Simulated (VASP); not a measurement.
Write the native input for VASP 6.6.1 that does the following.

```yaml
Task: single point
Functional: r2SCAN
Potentials_or_basis: VASP PAW PBE potentials, release 64 (Cs_sv, Br)
Cutoff: 550 eV
k_mesh: 6 × 6 × 6
Occupations: fermi-dirac, width 0.05 eV
Spin: no spin polarisation
Dipole_correction: no
Further_INCAR_settings: ALGO = Normal; EDIFF = 1e-06; NBANDS = 15
```

Crystal: CsBr.

```xyz
2
Lattice="4.2373 0.0000 0.0000 0.0000 4.2373 0.0000 0.0000 0.0000 4.2373" Properties=species:S:1:pos:R:3 pbc="T T T"
Cs    0.0000    0.0000    0.0000
Br    2.1187    2.1187    2.1187
```

The input as run:

POSCAR

```
CsBr
1.0
    4.2373194383      0.0000000000      0.0000000000
    0.0000000000      4.2373194383      0.0000000000
    0.0000000000      0.0000000000      4.2373194383
Cs Br
1 1
Direct
    0.0000000000      0.0000000000      0.0000000000
    0.5000000000      0.5000000000      0.5000000000
```

INCAR.step1

```
SYSTEM = CsBr
PREC     = Accurate       ! precision mode
ENCUT    = 550            ! plane-wave cutoff, eV
ISMEAR   = -1             ! smearing method
SIGMA    = 0.05           ! smearing width, eV
LREAL    = .False.        ! projectors in reciprocal space
LASPH    = .True.         ! aspherical terms in the spheres
NELM     = 120            ! most SCF steps
NBANDS   = 15             ! bands
GGA      = PE             ! functional
ALGO     = Normal         ! electronic algorithm
EDIFF    = 1E-5           ! SCF threshold, eV
LWAVE    = .True.         ! write WAVECAR
LCHARG   = .False.        ! write CHGCAR
GGA_COMPAT= .False.
```

INCAR.step2

```
SYSTEM = CsBr
PREC     = Accurate       ! precision mode
ENCUT    = 550            ! plane-wave cutoff, eV
EDIFF    = 1E-6           ! SCF threshold, eV
ISMEAR   = -1             ! smearing method
SIGMA    = 0.05           ! smearing width, eV
LREAL    = .False.        ! projectors in reciprocal space
LASPH    = .True.         ! aspherical terms in the spheres
NELM     = 120            ! most SCF steps
ALGO     = Normal         ! electronic algorithm
ISIF     = 2              ! what is computed and relaxed
LWAVE    = .False.        ! write WAVECAR
LCHARG   = .False.        ! write CHGCAR
METAGGA  = R2SCAN         ! meta-GGA
LMIXTAU  = .True.       
NBANDS   = 15             ! bands
ISTART   = 1            
GGA_COMPAT= .False.
```

KPOINTS

```
Automatic mesh
0
Gamma
  6 6 6
  0 0 0
```

Potentials or basis: VASP PAW PBE potentials, release 64 (Cs_sv, Br).

Command:

```sh
$ cat potpaw_PBE.64/Cs_sv/POTCAR potpaw_PBE.64/Br/POTCAR > POTCAR
$ cp INCAR.step1 INCAR
$ mpirun -np 1 vasp_std > vasp.out
$ cp INCAR.step2 INCAR
$ mpirun -np 1 vasp_std > vasp.out
```

It gave:

The pressure is 1.2 GPa and the band gap on the k mesh is 5.35 eV.

Caveat: the PAW data sets were made with another functional, which shifts forces and pressure a little; spin-orbit coupling is left out, which moves the levels of the heavy elements.

Run time: 42 s on 1 thread of Intel(R) Xeon(R) Platinum 8375C CPU @ 2.90GHz (Ice Lake), with other jobs on the host, peak memory 0.19 GiB.
